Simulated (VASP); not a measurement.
# Te2Mo (R-3m) in VASP: single point with PBE

Aim: the single point of Te2Mo with PBE.

All numbers are computed with VASP 6.6.1; they aren't measurements. Logs are shortened: lines on timing, memory, paths and dates and some standing lists are left out, and cuts for length are marked.

### Step 1. The cell of the first run

Symmetry: R-3m, No. 166, trigonal system. Conventional cell: a = 3.502 Å, b = 3.502 Å, c = 21.206 Å, α = 90.00°, β = 90.00°, γ = 120.00°. Within 3.6 Å of Mo (site symmetry -3m) lie 6 Te at 2.73 Å and 6 Mo at 3.50 Å. Te (site symmetry 3m) has 3 Mo at 2.73 Å and 6 Te at 3.50 Å within 3.6 Å.

### Step 2. Single point, PBE

Input file INCAR:

```
ALGO     = Normal         # electronic algorithm
EDIFF    = 1E-6           # SCF threshold, eV
ENCUT    = 520            # plane-wave cutoff, eV
GGA      = PE             # functional
ISIF     = 2              # what is computed and relaxed
ISMEAR   = -1             # smearing method
LASPH    = T              # aspherical terms in the spheres
LCHARG   = F              # write CHGCAR
LREAL    = F              # projectors in reciprocal space
LWAVE    = F              # write WAVECAR
NBANDS   = 20             # bands
NELM     = 100            # most SCF steps
PREC     = Accurate       # precision mode
SIGMA    = 0.02           # smearing width, eV
```

Input file KPOINTS:

```
k-points
0
Gamma
  6 6 6
```

Input file POSCAR:

```
Te2Mo
1.0
    1.7509539881      1.0109137565      7.0687660021
   -1.7509539881      1.0109137565      7.0687660021
    0.0000000000     -2.0218275126      7.0687660021
Mo Te
1 2
Direct
    0.0000000000      0.0000000000      0.0000000000
    0.2465646675      0.2465646675      0.2465646675
    0.7534353325      0.7534353325      0.7534353325
```

Potentials or basis: VASP PAW PBE potentials, release 64 (Mo_sv, Te).

Started as:

```
$ cat potpaw_PBE.64/Mo_sv/POTCAR potpaw_PBE.64/Te/POTCAR > POTCAR
$ mpirun -np 1 vasp_std > vasp.out
```

OUTCAR:

```text
EDIFF = 1E-6
   ENCUT = 520
   GGA = PE
   ISIF = 2
   ISMEAR = -1
   LASPH = T
   LREAL = F
   NELM = 100
   PREC = Accurate

 ion  position               nearest neighbor table
   1  0.000  0.000  0.000-   3 2.73   2 2.73   3 2.73   3 2.73   2 2.73   2 2.73
   2  0.247  0.247  0.247-   1 2.73   1 2.73   1 2.73
   3  0.753  0.753  0.753-   1 2.73   1 2.73   1 2.73

  LATTYP: Found a trigonal (rhomboedric) cell.
 ALAT       =     7.3522268248
 COS(alpha) =     0.8865664121

  Lattice vectors:

 A1 = (   1.7509539881,   1.0109137565,   7.0687660021)
 A2 = (  -1.7509539881,   1.0109137565,   7.0687660021)
 A3 = (   0.0000000000,  -2.0218275126,   7.0687660021)

Analysis of symmetry for initial positions (statically):
=====================================================================
 Subroutine PRICEL returns:
 Original cell was already a primitive cell.

 Routine SETGRP: Setting up the symmetry group for a
 trigonal (rhombohedral) supercell.

 Subroutine GETGRP returns: Found 12 space group operations
 (whereof 12 operations were pure point group operations)
 out of a pool of 12 trial point group operations.

The static configuration has the point symmetry D_3d.

Analysis of symmetry for dynamics (positions and initial velocities):
=====================================================================
 Subroutine PRICEL returns:
 Original cell was already a primitive cell.

 Routine SETGRP: Setting up the symmetry group for a
 trigonal (rhombohedral) supercell.

 Subroutine GETGRP returns: Found 12 space group operations
 (whereof 12 operations were pure point group operations)
 out of a pool of 12 trial point group operations.

The dynamic configuration has the point symmetry D_3d.

 Subroutine INISYM returns: Found 12 space group operations
 (whereof 12 operations are pure point group operations),
 and found     1 'primitive' translations

----------------------------------------------------------------------------------------

                                     Primitive cell

  volume of cell :      75.0730

  direct lattice vectors                    reciprocal lattice vectors
     1.750953988  1.010913756  7.068766002     0.285558617  0.164867345  0.047155802
    -1.750953988  1.010913756  7.068766002    -0.285558617  0.164867345  0.047155802
     0.000000000 -2.021827513  7.068766002     0.000000000 -0.329734689  0.047155802

  length of vectors
     7.352226825  7.352226825  7.352226825     0.333089530  0.333089530  0.333089530

  position of ions in fractional coordinates (direct lattice)
     0.000000000  0.000000000  0.000000000
     0.246564668  0.246564668  0.246564668
     0.753435332  0.753435332  0.753435332

  ion indices of the primitive-cell ions
   primitive index   ion index
                 1           1
                 2           2
                 3           3

----------------------------------------------------------------------------------------

 KPOINTS: k-points

Automatic generation of k-mesh.
 Grid dimensions read from file:
 generate k-points for:    6    6    6

 Generating k-lattice:

  Cartesian coordinates                     Fractional coordinates (reciprocal lattice)
     0.047593103  0.027477891  0.007859300     0.166666667 -0.000000000 -0.000000000
    -0.047593103  0.027477891  0.007859300    -0.000000000  0.166666667 -0.000000000
     0.000000000 -0.054955782  0.007859300    -0.000000000 -0.000000000  0.166666667

  Length of vectors
     0.055514922  0.055514922  0.055514922

  Shift w.r.t. Gamma in fractional coordinates (k-lattice)
     0.000000000  0.000000000  0.000000000

 Subroutine IBZKPT returns following result:
 ===========================================

 Found     32 irreducible k-points:

 Following reciprocal coordinates:
            Coordinates               Weight
  0.000000  0.000000  0.000000      1.000000
  0.166667 -0.000000 -0.000000      6.000000
  0.333333 -0.000000 -0.000000      6.000000
  0.500000  0.000000  0.000000      3.000000
  0.166667  0.166667 -0.000000      6.000000
  0.333333  0.166667  0.000000     12.000000
[... 16 lines left out ...]
  0.500000  0.500000  0.166667      6.000000
 -0.333333  0.500000  0.166667     12.000000
 [... further k-points ...]
   k-points           NKPTS =     32   k-points in BZ     NKDIM =     32   number of bands    NBANDS=     20
   number of dos      NEDOS =    301   number of ions     NIONS =      3
   total plane-waves  NPLWV = 175616
   dimension x,y,z NGX =    56 NGY =   56 NGZ =   56
   dimension x,y,z NGXF=   112 NGYF=  112 NGZF=  112
   ions per type =               1   2
   NGX,Y,Z   is equivalent  to a cutoff of  12.66, 12.66, 12.66 a.u.
   NGXF,Y,Z  is equivalent  to a cutoff of  25.33, 25.33, 25.33 a.u.
 SYSTEM =  unknown system
   PREC   = accura    normal or accurate (medium, high low for compatibility)
   ISTART =      0    job   : 0-new  1-cont  2-samecut
   ICHARG =      2    charge: 1-file 2-atom 10-const
   ISPIN  =      1    spin polarized calculation?
   LNONCOLLINEAR =      F non collinear calculations
   LSORBIT =      F    spin-orbit coupling
   LASPH  =      T    aspherical Exc in radial PAW
   ENCUT  =  520.0 eV  38.22 Ry    6.18 a.u.  13.67 13.67 13.67*2*pi/ulx,y,z
   NELM   =    100;   NELMIN=  2; NELMDL= -5     # of ELM steps
   EDIFF  = 0.1E-05   stopping-criterion for ELM
   LREAL  =      F    real-space projection
   EDIFFG = 0.1E-04   stopping-criterion for IOM
   NSW    =      0    number of steps for IOM
   IBRION =     -1    ionic relax: 0-MD 1-quasi-New 2-CG
   NFREE  =      0    steps in history (QN), initial steepest desc. (CG)
   ISIF   =      2    stress and relaxation
   ISYM   =      2    0-nonsym 1-usesym 2-fastsym
   POTIM  = 0.5000    time-step for ionic-motion
   TEBEG  =    0.0;   TEEND  =   0.0 temperature during run
   PSTRESS=    0.0 pullay stress
   NELECT =      26.0000    total number of electrons
   NUPDOWN=      -1.0000    fix difference up-down
   EMIN   =  10.00;   EMAX   =-10.00  energy-range for DOS
   EFERMI =   0.00;   METHOD = LEGACY
   ISMEAR =    -1;   SIGMA  =   0.02  broadening in eV -4-tet -1-fermi 0-gaus
   EFERMI_NEDOS =   21; number of points for ismear=-14 and -15
   IALGO  =     38    algorithm
   IMIX   =      4    mixing-type and parameters
     AMIX     =   0.40;   BMIX     =  1.00
     AMIX_MAG =   1.60;   BMIX_MAG =  1.00
  volume/ion in A,a.u.               =      25.02       168.87
  Fermi-wavevector in a.u.,A,eV,Ry     =   1.149665  2.172552 17.983229  1.321730
  Thomas-Fermi vector in A             =   2.286334
   LORBIT       =      0    0 simple, 1 ext, 2 COOP (PROOUT), +10 PAW based schemes
   GGA     = PE    functional components
   LHFCALC =     F    Hartree Fock is set to
   AEXX    =    0.0000 exact exchange contribution
   IVDW    =     0    specifies the selected vdW correction
   LEPSILON=     F    determine dielectric tensor
   LRPA    =     F    only Hartree local field effects (RPA)
 non-spin polarized calculation
  energy-cutoff  :      520.00
  volume of cell :       75.07
 maximum number of plane-waves:      2054
   NGX = 27   NGY = 27   NGZ = 27

 number of electron      26.0000001 magnetization

 Free energy of the ion-electron system (eV)
  ---------------------------------------------------
  ext. energy  EPLUGINS =         0.00000000
  ---------------------------------------------------
  free energy    TOTEN  =       -17.54138400 eV

  energy without entropy =      -17.53938511  energy(sigma->0) =      -17.54038456

 E-fermi :   8.5638     XC(G=0): -10.4586

 val. band max:        8.5480726253   @ k =  -0.1667   0.5000   0.1667
 cond. band min:       8.5642903072   @ k =  -0.3333   0.5000   0.3333
 fundamental gap:      0.0162176819
 Fermi energy:         8.5637864794

 k-point     1 :       0.0000    0.0000    0.0000
  band No.  band energies     occupation
      1     -52.7224      2.00000
      2     -26.8394      2.00000
      3     -26.7801      2.00000
      4     -26.7801      2.00000
      5      -4.8799      2.00000
      6      -3.6626      2.00000
[... 12 lines left out ...]
     19      14.5406      0.00000
     20      16.8035      0.00000

 k-point     2 :       0.1667   -0.0000   -0.0000
  band No.  band energies     occupation
      1     -52.7198      2.00000
      2     -26.8322      2.00000
      3     -26.8137      2.00000
      4     -26.7880      2.00000
      5      -4.4714      2.00000
      6      -3.4283      2.00000
[... 12 lines left out ...]
     19      15.3244      0.00000
     20      16.2700      0.00000

 k-point     3 :       0.3333   -0.0000   -0.0000
  band No.  band energies     occupation
      1     -52.7147      2.00000
      2     -26.8805      2.00000
      3     -26.8174      2.00000
      4     -26.8038      2.00000
      5      -3.4382      2.00000
      6      -2.8119      2.00000
[... 12 lines left out ...]
     19      14.4166      0.00000
     20      14.6972      0.00000

 k-point     4 :       0.5000    0.0000    0.0000
  band No.  band energies     occupation
      1     -52.7121      2.00000
      2     -26.9135      2.00000
      3     -26.8116      2.00000
      4     -26.8100      2.00000
      5      -2.7908      2.00000
      6      -2.2567      2.00000
[... 12 lines left out ...]
     19      13.6109      0.00000
     20      14.1158      0.00000

 k-point     5 :       0.1667    0.1667   -0.0000
  band No.  band energies     occupation
      1     -52.7198      2.00000
      2     -26.8322      2.00000
      3     -26.8137      2.00000
      4     -26.7880      2.00000
      5      -4.4508      2.00000
      6      -3.4618      2.00000
[... 12 lines left out ...]
     19      15.3211      0.00000
     20      16.4430      0.00000

 k-point     6 :       0.3333    0.1667    0.0000
  band No.  band energies     occupation
      1     -52.7159      2.00000
      2     -26.8575      2.00000
      3     -26.8214      2.00000
      4     -26.8060      2.00000
      5      -3.6951      2.00000
      6      -3.0556      2.00000
[... 12 lines left out ...]
     19      15.9577      0.00000
     20      16.0788      0.00000

 k-point     7 :       0.5000    0.1667    0.0000
  band No.  band energies     occupation
      1     -52.7121      2.00000
      2     -26.8963      2.00000
      3     -26.8290      2.00000
      4     -26.8101      2.00000
      5      -2.7547      2.00000
      6      -2.3782      2.00000
[... 12 lines left out ...]
     19      14.8381      0.00000
     20      15.6216      0.00000
[... 277 lines left out ...]
 k-point    20 :       0.5000    0.3333    0.1667
  band No.  band energies     occupation
      1     -52.7159      2.00000
      2     -26.8575      2.00000
      3     -26.8214      2.00000
      4     -26.8060      2.00000
      5      -3.5756      2.00000
      6      -3.2031      2.00000
[... 12 lines left out ...]
     19      15.4941      0.00000
     20      16.5125      0.00000

 k-point    21 :      -0.3333    0.3333    0.1667
  band No.  band energies     occupation
      1     -52.7121      2.00000
      2     -26.8963      2.00000
      3     -26.8290      2.00000
      4     -26.8101      2.00000
      5      -2.7274      2.00000
      6      -2.4028      2.00000
[... 12 lines left out ...]
     19      14.3316      0.00000
     20      15.7497      0.00000

 k-point    22 :      -0.1667    0.3333    0.1667
  band No.  band energies     occupation
      1     -52.7121      2.00000
      2     -26.8963      2.00000
      3     -26.8290      2.00000
      4     -26.8101      2.00000
      5      -2.6699      2.00000
      6      -2.4791      2.00000
[... 12 lines left out ...]
     19      13.9746      0.00000
     20      15.7151      0.00000

 k-point    23 :       0.5000    0.5000    0.1667
  band No.  band energies     occupation
      1     -52.7147      2.00000
      2     -26.8805      2.00000
      3     -26.8174      2.00000
      4     -26.8038      2.00000
      5      -3.1757      2.00000
      6      -3.1127      2.00000
[... 12 lines left out ...]
     19      14.0853      0.00000
     20      15.3135      0.00000

 k-point    24 :      -0.3333    0.5000    0.1667
  band No.  band energies     occupation
      1     -52.7121      2.00000
      2     -26.8963      2.00000
      3     -26.8290      2.00000
      4     -26.8101      2.00000
      5      -2.6610      2.00000
      6      -2.4760      2.00000
[... 12 lines left out ...]
     19      13.9219      0.00000
     20      15.5135      0.00000

 [... further k-points ...]
[... 5 lines left out ...]
  --------------------------------------------------------------------------------------
  -------------------------------------------------------------------------------------
  Total        0.5819234      0.5819234      1.4185125      0.0000000      0.0000000      0.0000000
  in kB       12.4191748     12.4191748     30.2733200      0.0000000      0.0000000      0.0000000
  external PRESSURE =      18.3705565 kB  Pullay stress =       0.0000000 kB

 VOLUME and BASIS-vectors are now :
 -----------------------------------------------------------------------------
  energy-cutoff  :      520.00
  volume of cell :       75.07
      direct lattice vectors                 reciprocal lattice vectors
     1.750953988  1.010913756  7.068766002     0.285558617  0.164867345  0.047155802
    -1.750953988  1.010913756  7.068766002    -0.285558617  0.164867345  0.047155802
     0.000000000 -2.021827513  7.068766002     0.000000000 -0.329734689  0.047155802

 POSITION                                       TOTAL-FORCE (eV/Angst)
 -----------------------------------------------------------------------------------
      0.00000      0.00000      0.00000         0.000000     -0.000000      0.000000
      0.00000      0.00000      5.22872         0.000000     -0.000000     -0.268577
      0.00000      0.00000     15.97757         0.000000      0.000000      0.268577
 -----------------------------------------------------------------------------------
    total drift:                               -0.000000     -0.000000     -0.000000

  FREE ENERGIE OF THE ION-ELECTRON SYSTEM (eV)
  ---------------------------------------------------
  free  energy   TOTEN  =       -17.5413840027 eV

  energy  without entropy=      -17.5393851095  energy(sigma->0) =      -17.54038456
```

Wall time 3.5 min (1 thread of Intel Xeon 8259CL, shared host); peak memory 0.42 GiB.

Results:

```
Free energy            : -17.5414 eV
Pressure               : 1.8 GPa
Largest force          : 0.269 eV/Å
Band gap on the k mesh : 0.02 eV, indirect (least direct gap 0.39 eV)
```

Forces in eV/Å, atoms in the order of the input:
```
Mo   0.000  0.000  0.000
Te   0.000  0.000 -0.269
Te   0.000  0.000  0.269
```

Stress tensor (GPa, compression positive):
```
1.24 0.00 0.00
0.00 1.24 0.00
0.00 0.00 3.03
```

Caveat: spin-orbit coupling is left out, which moves the levels of the heavy elements.
